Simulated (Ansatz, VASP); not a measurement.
Two plane-wave programs on KF

INCAR

```
PREC = Accurate ; ENCUT = 520
EDIFF = 1E-6 ; ISMEAR = 0
SIGMA = 0.05 ; LREAL = F
LASPH = T ; NELM = 100
ALGO = Normal ; ISIF = 2
LWAVE = F ; LCHARG = F
GGA = PE ; NBANDS = 15
```

Contents of KPOINTS:

```
regular mesh
0
Gamma
  8 8 8
```

The input POSCAR:

```
KF
1.0
    0.1151908573      2.7252556006      2.7252556006
    2.7252556006      0.1151908573      2.7252556006
    2.7252556006      2.7252556006      0.1151908573
K F
1 1
Direct
    0.0000000000      0.0000000000      0.0000000000
    0.5000000000      0.5000000000      0.5000000000
```

Input for Ansatz:

```yaml
crystal:
  lattice:
    - [0.1151908573, 2.7252556006, 2.7252556006]
    - [2.7252556006, 0.1151908573, 2.7252556006]
    - [2.7252556006, 2.7252556006, 0.1151908573]
  atoms:
    - { symbol: K, position: [0.0, 0.0, 0.0] }
    - { symbol: F, position: [0.5, 0.5, 0.5] }
basis:
  ecutwfc: 520.0
kpoints:
  mp_grid: { grid: [8, 8, 8] }
hamiltonian:
  xc: pbe
scf:
  occupations: { method: gaussian, width: 0.05 }
output:
  forces: true
  stress: true
  eigenvalues: true
```

Alike in both runs: task single point; functional PBE; k mesh 8 × 8 × 8; occupations gaussian, width 0.05 eV; no spin polarisation.

|  | VASP | Ansatz |
| --- | --- | --- |
| version | VASP 6.6.1 | Ansatz 0.2.0 |
| potentials or method | VASP PAW PBE potentials, release 64 (K_sv, F), cutoff 520 eV | scalar-relativistic, plane waves, PAW |
| valence electrons in the cell | 16 | 16 |

|  | VASP | Ansatz | Ansatz less VASP |
| --- | --- | --- | --- |
| gap on the k mesh at the Fermi level (eV) | 6.15 | 6.17 | +0.016 |
| least direct gap on the mesh (eV) | 6.15 | 6.17 | +0.016 |
| pressure (GPa) | 1.6 | 1.5 | -0.04 |
| traceless stress, the component that is largest in VASP (GPa) | -0.63 | -0.64 | -0.009 |
